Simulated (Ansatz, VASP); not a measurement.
# Two plane-wave programs on ZnS

```
Zn S
1.0
     3.99600   -0.00778    0.03198
    -2.00474    3.04990    0.09460
     0.10466    0.41795   12.28887
Zn S
4 4
Cartesian
  0.0955 -0.0246 0.2368
  -0.1467 0.2305 5.9765
  0.1402 2.0903 3.1750
  2.3057 1.3055 9.2318
  0.0792 0.0560 2.3237
  0.2017 0.2096 8.4127
  -0.1452 2.4868 5.3953
  1.8446 1.2974 11.5847
```

Change from the starting cell: all atoms moved at random (sigma 0.15 Å a component), cell strained at random (sigma 0.03).

Alike in both runs: task single point; functional PBE; k mesh 12 × 12 × 2; occupations gaussian, width 0.05 eV; no spin polarisation.

```csv
,VASP,Ansatz
version,VASP 6.6.1,Ansatz 0.2.0
potentials or method,"VASP PAW PBE potentials, release 64 (Zn, S), cutoff 520 eV","scalar-relativistic, plane waves, PAW"
valence electrons in the cell,72,72
```

Ansatz gave:

| Quantity | Value |
| --- | --- |
| gap on the k mesh at the Fermi level (eV) | 1.46 |
| least direct gap on the mesh (eV) | 1.46 |
| pressure (GPa) | 8.8 |
| traceless stress, the component that is largest in VASP (GPa) | -4.87 |
| rms of the force components (eV/Å) | 1.254 |

Q: Estimate VASP's values.

A: gap on the k mesh at the Fermi level (eV): 1.46; least direct gap on the mesh (eV): 1.46; pressure (GPa): 9.0; traceless stress, the component that is largest in VASP (GPa): -4.87; rms of the force components (eV/Å): 1.262.

Atom by atom the forces differ by 0.009 eV/Å (rms over components). The functional is the same, so the differences come from potentials, cutoffs and numerics.
